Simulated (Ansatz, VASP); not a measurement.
**Two plane-wave programs on Ru**

Contents of INCAR:

```
PREC     = Accurate       # precision mode
ENCUT    = 520            # plane-wave cutoff, eV
EDIFF    = 1E-6           # SCF threshold, eV
ISMEAR   = 0              # smearing method
SIGMA    = 0.15           # smearing width, eV
LREAL    = F              # projectors in reciprocal space
LASPH    = T              # aspherical terms in the spheres
NELM     = 60             # most SCF steps
ALGO     = Fast           # electronic algorithm
ISIF     = 2              # what is computed and relaxed
LWAVE    = F              # write WAVECAR
LCHARG   = F              # write CHGCAR
NBANDS   = 21             # bands
```

Contents of KPOINTS:

```
regular mesh
0
Gamma
  21 21 12
```

File POSCAR:

```
Ru
1.0
    2.7057993342      0.0000000000      0.0000000000
   -1.3528996671      2.3432909610      0.0000000000
    0.0000000000      0.0000000000      3.8537100000
Ru
2
Direct
    0.3333333333      0.6666666667      0.2500000000
    0.6666666667      0.3333333333      0.7500000000
```

Input for Ansatz:

```yaml
crystal:
  lattice:
    - [2.7057993342, 0.0, 0.0]
    - [-1.3528996671, 2.343290961, 0.0]
    - [0.0, 0.0, 3.85371]
  atoms:
    - { symbol: Ru, position: [0.3333333333, 0.6666666667, 0.25] }
    - { symbol: Ru, position: [0.6666666667, 0.3333333333, 0.75] }
basis:
  ecutwfc: 420
kpoints:
  mp_grid: { grid: [21, 21, 12] }
hamiltonian:
  xc: lda
scf:
  occupations: { method: gaussian, width: 0.15 }
output:
  forces: true
  stress: true
  eigenvalues: true
```

Change from the starting cell: strain -0.1000 x Voigt [0, 0, 1, 0, 0, 0], atoms carried along.

Alike in both runs: task single point; functional LDA; k mesh 21 × 21 × 12; occupations gaussian, width 0.15 eV; no spin polarisation.

```csv
,VASP,Ansatz
version,VASP 6.6.1,Ansatz 0.2.0
potentials or method,"VASP PAW LDA potentials, release 64 (Ru_pv), cutoff 520 eV","scalar-relativistic, plane waves, PAW"
valence electrons in the cell,28,32
```

```csv
,VASP,Ansatz,Ansatz less VASP
gap on the k mesh at the Fermi level (eV),none,none,-
pressure (GPa),38.2,36.5,-1.69
"traceless stress, the component that is largest in VASP (GPa)",40.70,40.35,-0.347
```

LDA's correlation is that of Perdew and Zunger in VASP and of Perdew and Wang (1992) in Ansatz. A gap of «none» marks a metal or a gap that the smearing closes. Both programs put the cell under a high pressure, so it lies far from rest at this level. VASP's potentials hold 28 valence electrons a cell and Ansatz's 32, so a difference there can come from the potentials and not from the codes.
